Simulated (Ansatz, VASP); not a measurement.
One calculation of Bi, two programs

INCAR

```
SYSTEM = Bi
PREC     = Accurate       ! precision mode
ENCUT    = 520            ! plane-wave cutoff, eV
EDIFF    = 1E-6           ! SCF threshold, eV
ISMEAR   = -1             ! smearing method
SIGMA    = 0.1            ! smearing width, eV
LREAL    = .False.        ! projectors in reciprocal space
LASPH    = .True.         ! aspherical terms in the spheres
NELM     = 100            ! most SCF steps
ALGO     = Normal         ! electronic algorithm
ISIF     = 2              ! what is computed and relaxed
LWAVE    = .False.        ! write WAVECAR
LCHARG   = .True.         ! write CHGCAR
GGA      = RE             ! functional
LELF     = .True.         ! ELF
LVHAR    = .True.       
NBANDS   = 14             ! bands
```

KPOINTS

```
regular mesh
0
Gamma
  12 12 12
  0 0 0
```

Contents of POSCAR:

```
Bi
1.0
   -2.0064713984      2.0064713984      2.0064713984
    2.0064713984     -2.0064713984      2.0064713984
    2.0064713984      2.0064713984     -2.0064713984
Bi
1
Direct
    0.0000000000      0.0000000000      0.0000000000
```

Input for Ansatz:

```yaml
crystal:
  lattice:
    - [-2.0064713984, 2.0064713984, 2.0064713984]
    - [2.0064713984, -2.0064713984, 2.0064713984]
    - [2.0064713984, 2.0064713984, -2.0064713984]
  atoms:
    - { symbol: Bi, position: [0.0, 0.0, 0.0] }
hamiltonian:
  xc: revpbe
  pseudopotentials:
    kind: paw
    azcp:
      Bi: "pseudopotentials/Bi.paw.azcp"
basis:
  ecutwfc: 420
  fft_grid_basis: typed
kpoints:
  mp_grid: { grid: [12, 12, 12], shift: [0, 0, 0] }
magnetization:
  spin_polarized: false
scf:
  occupations: { method: fermi_dirac, width: 0.1 }
  lower_state_search: "off"
output:
  stress: true
```

Alike in both runs: task single point; functional revPBE; k mesh 12 × 12 × 12; occupations fermi-dirac, width 0.1 eV; no spin polarisation.

|  | VASP | Ansatz |
| --- | --- | --- |
| version | VASP 6.6.1 | Ansatz 0.2.0 |
| potentials or method | VASP PAW PBE potentials, release 64 (Bi_d), cutoff 520 eV | plane waves (420 eV) with PAW, scalar-relativistic |
| valence electrons in the cell | 15 | 15 |

```tsv
	VASP	Ansatz	Ansatz less VASP
pressure (GPa)	-0.3	-0.3	+0.05
```

VASP's potentials were made for PBE, not for revPBE.

Neither program's run includes spin-orbit coupling.
